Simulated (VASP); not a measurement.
Crystal: KMgF3.

```
CELL_PARAMETERS angstrom
4.05419 0.00000 0.00000
0.00000 4.05419 0.00000
0.00000 0.00000 4.05419
ATOMIC_POSITIONS crystal
K 0.50000 0.50000 0.50000
Mg 0.00000 0.00000 0.00000
F 0.50000 0.00000 0.00000
F 0.00000 0.50000 0.00000
F 0.00000 0.00000 0.50000
```

| Property | Result |
| --- | --- |
| Program | VASP 6.6.1 |
| Task | relaxation of cell and atoms |
| Functional | LDA |
| Potentials or basis | VASP PAW LDA potentials, release 64 (K_sv, Mg, F) |
| Cutoff | 600 eV |
| k mesh | 6 × 6 × 6 |
| Occupations | fermi-dirac, width 0.02 eV |
| Spin | no spin polarisation |

At the start: pressure -8.2 GPa; volume 13.33 Å³/atom.

Problem. How do energy, volume and symmetry change on relaxing?

Solution. Over 5 steps the energy falls by 44.3 meV/atom and the volume is 11.79 Å³/atom (-11.5 %); space group Pm-3m (No. 221, to 0.1 Å) before and after.

Step by step:
```tsv
step	energy change (eV)	largest force (eV/Å)	pressure (GPa)	volume (Å³)
1	0.0000	0.0000	-8.25	66.64
2	-0.2142	0.0000	-1.82	60.24
3	-0.2215	0.0000	-0.08	59.02
4	-0.2215	0.0000	0.14	58.88
5	-0.2215	0.0000	0.00	58.97
```

Final structure:
```cif
data_structure
_symmetry_space_group_name_H-M 'P 1'
_symmetry_Int_Tables_number 1
_cell_length_a 3.8923
_cell_length_b 3.8923
_cell_length_c 3.8923
_cell_angle_alpha 90.000
_cell_angle_beta 90.000
_cell_angle_gamma 90.000
_cell_volume 58.97
loop_
_atom_site_label
_atom_site_type_symbol
_atom_site_fract_x
_atom_site_fract_y
_atom_site_fract_z
_atom_site_occupancy
K1 K 0.50000 0.50000 0.50000 1
Mg1 Mg 0.00000 0.00000 0.00000 1
F1 F 0.50000 0.00000 0.00000 1
F2 F 0.00000 0.50000 0.00000 1
F3 F 0.00000 0.00000 0.50000 1
```
